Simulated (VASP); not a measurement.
Input of a VASP 6.6.1 run:

INCAR

```
SYSTEM = C4N
PREC     = Accurate       ! precision mode
ENCUT    = 520            ! plane-wave cutoff, eV
EDIFF    = 1E-7           ! SCF threshold, eV
ISMEAR   = 0              ! smearing method
SIGMA    = 0.1            ! smearing width, eV
LREAL    = .FALSE.        ! projectors in reciprocal space
LASPH    = .TRUE.         ! aspherical terms in the spheres
NELM     = 150            ! most SCF steps
ALGO     = Normal         ! electronic algorithm
ISIF     = 2              ! what is computed and relaxed
LWAVE    = .FALSE.        ! write WAVECAR
LCHARG   = .FALSE.        ! write CHGCAR
ISPIN    = 2              ! spin polarisation
MAGMOM   = 1 1 1 1 1      ! initial moments
LORBIT   = 11             ! projections on sites
GGA      = PE             ! functional
NBANDS   = 22             ! bands
```

The input KPOINTS:

```
regular mesh
0
G
  4 4 4
  0 0 0
```

Contents of POSCAR:

```
C4N
1.0
    3.9204054600      0.0000000000      0.0000000000
    0.0000000000      3.9204054600      0.0000000000
    0.0000000000      0.0000000000      3.9204054600
C N
4 1
Direct
    0.5000000000      0.0000000000      0.0000000000
    0.0000000000      0.5000000000      0.0000000000
    0.0000000000      0.0000000000      0.5000000000
    0.5000000000      0.5000000000      0.5000000000
    0.0000000000      0.0000000000      0.0000000000
```

Potentials or basis: VASP PAW PBE potentials, release 64 (C, N).

Command:

```console
$ cat potpaw_PBE.64/C/POTCAR potpaw_PBE.64/N/POTCAR > POTCAR
$ mpirun -np 1 vasp_std > vasp.out
```

(1) Predict the pressure.

(2) What does it give for the net moment?

Results:

(1) -27.6 GPa.

(2) 0.00 μB per cell.

Caveat: the k points lie up to 0.40 Å⁻¹ apart.
